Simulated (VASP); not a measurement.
Input of a VASP 6.6.1 run:

File INCAR:

```
SYSTEM = P
  PREC = Accurate
  ENCUT = 520
  EDIFF = 1E-6
  ISMEAR = 0
  SIGMA = 0.1
  LREAL = .False.
  LASPH = .True.
  NELM = 60
  ALGO = Normal
  ISIF = 2
  LWAVE = .False.
  LCHARG = .True.
  GGA = PE
  LELF = .True.
  LVHAR = .True.
  NBANDS = 8
```

File KPOINTS:

```
Automatic mesh
0
Gamma
  8 6 6
  0 0 0
```

The input POSCAR:

```
P
1.0
    2.4744741923      0.0000000000      0.0000000000
    0.0000000000      2.3842763694      0.0000000000
    0.0000000000      0.0000000000      2.4908588110
P
1
Direct
    0.0000000000      0.0000000000      0.0000000000
```

Potentials or basis: VASP PAW PBE potentials, release 64 (P).

Run with:

```console
$ cat potpaw_PBE.64/P/POTCAR > POTCAR
$ mpirun -np 1 vasp_std > vasp.out
```

Problem. What does it give for the pressure?

Solution. -0.2 GPa.

Stress tensor (GPa, compression positive):
```
-0.20  0.00  0.00
 0.00 -0.32  0.00
 0.00  0.00 -0.19
```

Caveat: the k points lie up to 0.44 Å⁻¹ apart.
